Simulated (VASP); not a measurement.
Write the native input for VASP 6.6.1 that does the following.

```yaml
Task: single point
Functional: PBE
Dispersion: D3(BJ)
Potentials_or_basis: VASP PAW PBE potentials, release 64 (Al, H)
Cutoff: 520 eV
k_mesh: 6 × 6 × 1
Occupations: gaussian, width 0.1 eV
Spin: no spin polarisation
Dipole_correction: yes
Further_INCAR_settings: ALGO = Normal; EDIFF = 1e-07; NBANDS = 30
```

The structure of Al12H lies in POSCAR:

```
Al12H
1.0
    5.6314608525      0.0000000000      0.0000000000
   -2.8157304263      4.8769881587      0.0000000000
    0.0000000000      0.0000000000     21.5684292007
Al H
12 1
Direct
    0.3333333333      0.1666666667      0.1854562501
    0.3333333333      0.6666666667      0.1854562501
    0.8333333333      0.1666666667      0.1854562501
    0.8333333333      0.6666666667      0.1854562501
    0.1666666667      0.3333333333      0.2913950739
    0.1666666667      0.8333333333      0.2913950739
    0.6666666667      0.3333333333      0.2913950739
    0.6666666667      0.8333333333      0.2913950739
    0.0000000000      0.0000000000      0.3972671872
    0.0000000000      0.5000000000      0.3972671872
    0.5000000000      0.0000000000      0.3972671872
    0.5000000000      0.5000000000      0.3972671872
    0.1666666667      0.3333333333      0.4992681247
```

The input as run:

INCAR

```
PREC = Accurate ; ENCUT = 520
EDIFF = 1E-7 ; ISMEAR = 0
SIGMA = 0.1 ; LREAL = False
LASPH = True ; NELM = 100
ALGO = Normal ; ISIF = 2
LWAVE = False ; LCHARG = False
LDIPOL = True ; IDIPOL = 3
DIPOL = 0.5 0.5 0.307 ; GGA = PE
IVDW = 12 ; NBANDS = 30
```

KPOINTS

```
regular mesh
0
Gamma
  6 6 1
```

Potentials or basis: VASP PAW PBE potentials, release 64 (Al, H).

Run with:

```console
$ cat potpaw_PBE.64/Al/POTCAR potpaw_PBE.64/H/POTCAR > POTCAR
$ mpirun -np 1 vasp_std > vasp.out
```

It gave:

```yaml
Largest_force: 1.329 eV/Å
Dispersion_energy_per_atom: -0.226 eV
```

It took 2.6 min on 1 thread of Intel(R) Xeon(R) 6975P-C (Granite Rapids) (shared host), peak memory 0.63 GiB.
